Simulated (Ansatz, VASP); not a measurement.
# Pb: VASP beside Ansatz

```
CELL_PARAMETERS angstrom
0.00000 3.15136 5.27187
1.81908 0.00000 5.27187
1.81908 3.15136 0.00000
ATOMIC_POSITIONS crystal
Pb 0.18077 0.81923 0.18077
Pb 0.81923 0.18077 0.81923
```

Alike in both runs: task single point; functional PBEsol; k mesh 14 × 14 × 14; occupations gaussian, width 0.1 eV; no spin polarisation.

```csv
,VASP,Ansatz
version,VASP 6.6.1,Ansatz 0.2.0
potentials or method,"VASP PAW PBE potentials, release 64 (Pb_d), cutoff 520 eV","scalar-relativistic, plane waves, PAW"
valence electrons in the cell,28,28
```

|  | VASP | Ansatz | Ansatz less VASP |
| --- | --- | --- | --- |
| gap on the k mesh at the Fermi level (eV) | none | none | - |
| pressure (GPa) | 138.0 | 138.5 | +0.50 |
| traceless stress, the component that is largest in VASP (GPa) | -138.84 | -139.27 | -0.433 |
| rms of the force components (eV/Å) | 7.938 | 8.012 | +0.0730 |

VASP's potentials were made for PBE, not for PBEsol. Atom by atom the forces differ by 0.073 eV/Å (rms over components). A gap of «none» marks a metal or a gap that the smearing closes. Both programs put the cell under a high pressure, so it lies far from rest at this level.

Neither program's run includes spin-orbit coupling. Noted on VASP's run: the cell as given lies far from equilibrium.
